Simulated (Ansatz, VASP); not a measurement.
CdSe in VASP and in Ansatz

```
Cd Se
1.0
     3.53310    0.00000    0.00000
     0.00000    3.53310    0.00000
     0.00000    0.00000    3.53310
Cd Se
1 1
Cartesian
  0.0000 0.0000 0.0000
  1.7666 1.7666 1.7666
```

Alike in both runs: task single point; functional PBE; k mesh 6 × 6 × 6; occupations fermi-dirac, width 0.02 eV; no spin polarisation.

|  | VASP | Ansatz |
| --- | --- | --- |
| version | VASP 6.6.1 | Ansatz 0.2.0 |
| potentials or method | VASP PAW PBE potentials, release 64 (Cd, Se) | plane waves, PAW |
| plane-wave cutoff (eV) | 520 | 420 |
| valence electrons in the cell | 18 | 36 |

Ansatz gave:

```
pressure (GPa) : 1.1
```

What did VASP give for the same quantities?

Pressure (GPa): 1.4.

VASP's potentials hold 18 valence electrons a cell and Ansatz's 36, so a difference there can come from the potentials and not from the codes.
